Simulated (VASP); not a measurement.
CdTe: single point with r2SCAN

The system is CdTe.

```xyz
2
Lattice="3.0455 3.0455 0.0000 -3.0455 3.0455 0.0000 0.0000 3.0455 3.0455" Properties=species:S:1:pos:R:3 pbc="T T T"
Cd    0.0000    0.0000    0.0000
Te    1.5227    4.5682    1.5227
```

```json
{
 "Program": "VASP 6.6.1",
 "Task": "single point",
 "Functional": "r2SCAN",
 "Potentials or basis": "VASP PAW PBE potentials, release 64 (Cd, Te)",
 "Cutoff": "520 eV",
 "k mesh": "6 × 6 × 6",
 "Occupations": "gaussian, width 0.01 eV",
 "Spin": "no spin polarisation"
}
```

```yaml
Pressure: 15.2 GPa
Band_gap_on_the_k_mesh: 1.90 eV, direct
```

Levels at points of the mesh, in eV from the valence-band top:
| k point | band 5 | band 6 | band 7 | band 8 | band 9 | band 10 | band 11 | band 12 | band 13 | band 14 |
| --- | --- | --- | --- | --- | --- | --- | --- | --- | --- | --- |
| (0.00, 0.00, 0.00) | -8.97 | -8.97 | 0.00 | 0.00 | 0.00 | 1.90 | 4.80 | 4.80 | 4.80 | 8.22 |
| (0.50, 0.00, 0.00) | -8.95 | -8.41 | -5.78 | -1.13 | -1.13 | 2.41 | 5.41 | 5.41 | 7.40 | 10.14 |
| (0.50, 0.50, 0.00) | -8.91 | -8.18 | -5.42 | -2.68 | -2.68 | 2.40 | 2.81 | 10.70 | 10.79 | 10.79 |

Wall time 47 s on 1 thread of Intel Xeon 6975P-C, with other jobs on the host, peak memory 0.19 GiB.

Caveat: the PAW data sets were made with another functional, which shifts forces and pressure a little; spin-orbit coupling is left out, which moves the levels of the heavy elements. r2SCAN opens gaps a little over a GGA but as a rule still falls short of measured ones.
